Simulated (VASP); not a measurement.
# MgO2 (R-3m) in VASP: notebook, part 2 of 2

VASP 6.6.1.

### 4 Single point, r2SCAN (strain +0.000 along x and y, +0.080 along z)

Contents of POSCAR:

```
MgO2
1.0
    1.6047610160      0.9265092046      3.7734971849
   -1.6047610160      0.9265092046      3.7734971849
    0.0000000000     -1.8530184092      3.7734971849
Mg O
1 2
Direct
    0.0000000000      0.0000000000      0.0000000000
    0.4287860000      0.4287860000      0.4287860000
    0.5712140000      0.5712140000      0.5712140000
```

Contents of INCAR.step1:

```
PREC = Accurate
ENCUT = 520
ISMEAR = 0
SIGMA = 0.05
LREAL = F
LASPH = T
NELM = 100
NBANDS = 14
GGA = PE
ALGO = Normal
EDIFF = 1E-4
LWAVE = T
LCHARG = F
```

Contents of INCAR.step2:

```
PREC = Accurate
ENCUT = 520
EDIFF = 1E-6
ISMEAR = 0
SIGMA = 0.05
LREAL = F
LASPH = T
NELM = 100
ALGO = Normal
ISIF = 2
LWAVE = F
LCHARG = F
METAGGA = R2SCAN
LMIXTAU = T
NBANDS = 14
ISTART = 1
```

Contents of KPOINTS:

```
regular mesh
0
Gamma
  12 12 12
```

Command:

```sh
$ cat potpaw_PBE.64/Mg/POTCAR potpaw_PBE.64/O/POTCAR > POTCAR
$ cp INCAR.step1 INCAR
$ mpirun -np 1 vasp_std > vasp.out
$ cp INCAR.step2 INCAR
$ mpirun -np 1 vasp_std > vasp.out
```

Run time: 4.5 min. Hardware: 1 thread of AMD EPYC 9R45 (Zen 5), shared host; peak memory 0.21 GiB.

The run converged. Its results:

- Free energy: -21.1998 eV
- Pressure: -16.5 GPa
- Largest force: 1.327 eV/Å
- Band gap on the k mesh: 1.45 eV

Forces in eV/Å, atoms in the order of the input:
```
Mg   0.000  0.000  0.000
O    0.000  0.000  1.327
O    0.000  0.000 -1.327
```

Stress tensor (GPa, compression positive):
```
 -6.21   0.00   0.00
  0.00  -6.21   0.00
  0.00   0.00 -37.18
```

Levels at points of the mesh, in eV from the valence-band top:
```
           k point  band 4  band 5  band 6  band 7  band 8  band 9  band 10  band 11
(0.00, 0.00, 0.00)   -2.46   -2.46   -0.61   -0.61    4.30    5.70    12.15    13.97
(0.50, 0.00, 0.00)   -5.12   -2.81   -1.26   -1.05    3.55    9.77    11.37    13.45
(0.50, 0.50, 0.00)   -4.55   -3.37   -2.07   -0.20    2.81    9.45    12.22    12.64
(0.50, 0.50, 0.50)   -2.89   -2.89    0.00    0.00    1.45    6.60     9.55    15.87
```

Caveat: the cell differs from its parent crystal (strain +0.000 along x and y, +0.080 along z); the cell stands under tension; the PAW data sets were made with another functional, which shifts forces and pressure a little. A k mesh can miss the band edges.

### 5 Single point, r2SCAN (strain +0.040 along x and y, +0.000 along z)

Contents of POSCAR:

```
MgO2
1.0
    1.6689514567      0.9635695728      3.4939788749
   -1.6689514567      0.9635695728      3.4939788749
    0.0000000000     -1.9271391455      3.4939788749
Mg O
1 2
Direct
    0.0000000000      0.0000000000      0.0000000000
    0.4287860000      0.4287860000      0.4287860000
    0.5712140000      0.5712140000      0.5712140000
```

Contents of INCAR.step1:

```
ALGO     = Normal         # electronic algorithm
EDIFF    = 1E-4           # SCF threshold, eV
ENCUT    = 520            # plane-wave cutoff, eV
GGA      = PE             # functional
ISMEAR   = 0              # smearing method
LASPH    = T              # aspherical terms in the spheres
LCHARG   = F              # write CHGCAR
LREAL    = F              # projectors in reciprocal space
LWAVE    = T              # write WAVECAR
NBANDS   = 14             # bands
NELM     = 60             # most SCF steps
PREC     = Accurate       # precision mode
SIGMA    = 0.05           # smearing width, eV
```

Contents of INCAR.step2:

```
ALGO     = Normal         # electronic algorithm
EDIFF    = 1E-6           # SCF threshold, eV
ENCUT    = 520            # plane-wave cutoff, eV
ISIF     = 2              # what is computed and relaxed
ISMEAR   = 0              # smearing method
ISTART   = 1            
LASPH    = T              # aspherical terms in the spheres
LCHARG   = F              # write CHGCAR
LMIXTAU  = T            
LREAL    = F              # projectors in reciprocal space
LWAVE    = F              # write WAVECAR
METAGGA  = R2SCAN         # meta-GGA
NBANDS   = 14             # bands
NELM     = 60             # most SCF steps
PREC     = Accurate       # precision mode
SIGMA    = 0.05           # smearing width, eV
```

Contents of KPOINTS:

```
k-points
0
Gamma
  12 12 12
```

Command:

```sh
$ cat potpaw_PBE.64/Mg/POTCAR potpaw_PBE.64/O/POTCAR > POTCAR
$ cp INCAR.step1 INCAR
$ mpirun -np 1 vasp_std > vasp.out
$ cp INCAR.step2 INCAR
$ mpirun -np 1 vasp_std > vasp.out
```

Wall time 4.5 min (1 thread of AMD EPYC 9R45 (Zen 5), shared host); peak memory 0.2 GiB.

It converged, with:

* Free energy: -21.3828 eV
* Pressure: -12.0 GPa
* Largest force: 0.472 eV/Å
* Band gap on the k mesh: 2.99 eV

Forces on the atoms (eV/Å):
```
Mg   0.000  0.000  0.000
O    0.000  0.000 -0.472
O    0.000  0.000  0.472
```

Stress tensor (GPa, compression positive):
```
-15.00   0.00   0.00
  0.00 -15.00   0.00
  0.00   0.00  -6.01
```

Levels at points of the mesh, in eV from the valence-band top:
```csv
k point,band 3,band 4,band 5,band 6,band 7,band 8,band 9,band 10,band 11,band 12
"(0.00, 0.00, 0.00)",-7.21,-3.47,-3.47,-0.77,-0.77,4.58,5.60,12.68,14.81,14.98
"(0.50, 0.00, 0.00)",-6.32,-5.84,-3.72,-1.21,-0.90,4.95,8.75,10.00,12.91,14.44
"(0.50, 0.50, 0.00)",-5.72,-5.19,-4.42,-1.92,-0.05,4.27,7.98,10.89,12.67,13.26
"(0.50, 0.50, 0.50)",-4.74,-3.97,-3.97,0.00,0.00,2.99,5.17,9.72,14.06,14.06
```

Caveat: the cell differs from its parent crystal (strain +0.040 along x and y, +0.000 along z); the cell stands under tension; the PAW data sets were made with another functional, which shifts forces and pressure a little.

### 6 Single point, r2SCAN (strain +0.080 along x and y, -0.040 along z)

Contents of POSCAR:

```
MgO2
1.0
    1.7331418973      1.0006299410      3.3542197199
   -1.7331418973      1.0006299410      3.3542197199
    0.0000000000     -2.0012598819      3.3542197199
Mg O
1 2
Direct
    0.0000000000      0.0000000000      0.0000000000
    0.4287860000      0.4287860000      0.4287860000
    0.5712140000      0.5712140000      0.5712140000
```

Contents of INCAR.step1:

```
SYSTEM = MgO2
PREC = Accurate
ENCUT = 520
ISMEAR = 0
SIGMA = 0.05
LREAL = .FALSE.
LASPH = .TRUE.
NELM = 80
NBANDS = 14
GGA = PE
ALGO = Normal
EDIFF = 1E-4
LWAVE = .TRUE.
LCHARG = .FALSE.
```

Contents of INCAR.step2:

```
SYSTEM = MgO2
PREC = Accurate
ENCUT = 520
EDIFF = 1E-6
ISMEAR = 0
SIGMA = 0.05
LREAL = .FALSE.
LASPH = .TRUE.
NELM = 80
ALGO = Normal
ISIF = 2
LWAVE = .FALSE.
LCHARG = .FALSE.
METAGGA = R2SCAN
LMIXTAU = .TRUE.
NBANDS = 14
ISTART = 1
```

Contents of KPOINTS:

```
regular mesh
0
G
  12 12 12
  0 0 0
```

Potentials or basis: VASP PAW PBE potentials, release 64 (Mg, O).

Command:

```sh
$ cat potpaw_PBE.64/Mg/POTCAR potpaw_PBE.64/O/POTCAR > POTCAR
$ cp INCAR.step1 INCAR
$ mpirun -np 1 vasp_std > vasp.out
$ cp INCAR.step2 INCAR
$ mpirun -np 1 vasp_std > vasp.out
```

It took 4.4 min on 1 thread of AMD EPYC 9R45 (Zen 5), shared host; peak memory 0.21 GiB.

Results (log left out):

```yaml
Free_energy: -21.0557 eV
Pressure: -10.0 GPa
Largest_force: 2.305 eV/Å
Band_gap_on_the_k_mesh: 3.06 eV (least direct gap 3.31 eV)
```

Forces in eV/Å, atoms in the order of the input:
```
Mg   0.000  0.000  0.000
O    0.000  0.000 -2.305
O    0.000  0.000  2.305
```

Stress tensor (GPa, compression positive):
```
-21.53   0.00   0.00
  0.00 -21.53   0.00
  0.00   0.00  12.93
```

Levels at points of the mesh, in eV from the valence-band top:
```csv
k point,band 3,band 4,band 5,band 6,band 7,band 8,band 9,band 10,band 11,band 12
"(0.00, 0.00, 0.00)",-7.54,-4.18,-4.18,-0.89,-0.89,3.57,6.22,12.88,13.69,13.69
"(0.50, 0.00, 0.00)",-6.68,-6.29,-4.35,-1.34,-0.71,5.64,7.74,8.64,12.35,14.01
"(0.50, 0.50, 0.00)",-6.06,-5.60,-5.12,-1.87,0.00,5.04,6.80,9.60,12.17,13.02
"(0.50, 0.50, 0.50)",-5.10,-4.69,-4.69,-0.06,-0.06,3.74,4.12,9.45,12.53,12.53
```

Caveat: the cell differs from its parent crystal (strain +0.080 along x and y, -0.040 along z); the cell stands under tension; the PAW data sets were made with another functional, which shifts forces and pressure a little. A k mesh can miss the band edges.

### 7 Summary

| cell | gap on the mesh (eV) | pressure (GPa) | largest force (eV/Å) |
| --- | --- | --- | --- |
| a = 4.079 Å, angles 46.3°, 3 atoms | 2.13 | -12.0 | 0.83 |
| a = 3.787 Å, angles 54.5°, 3 atoms | 2.73 | -2.0 | 4.53 |
| a = 4.204 Å, angles 44.9°, 3 atoms | 1.45 | -16.5 | 1.33 |
| a = 3.990 Å, angles 49.4°, 3 atoms | 2.99 | -12.0 | 0.47 |
| a = 3.906 Å, angles 52.7°, 3 atoms | 3.06 | -10.0 | 2.31 |

Alike in all rows: task single point; level r2SCAN; potentials or basis VASP PAW PBE potentials, release 64 (Mg, O); no spin polarisation; k mesh 12 × 12 × 12; cutoff (eV) 520; smearing gaussian 0.05 eV.

Caveats: the PAW data sets were made with another functional, which shifts forces and pressure a little; the cell stands under tension (at least some runs).

Total energies depend on the potentials used, so only differences within one code and one set of settings carry meaning.
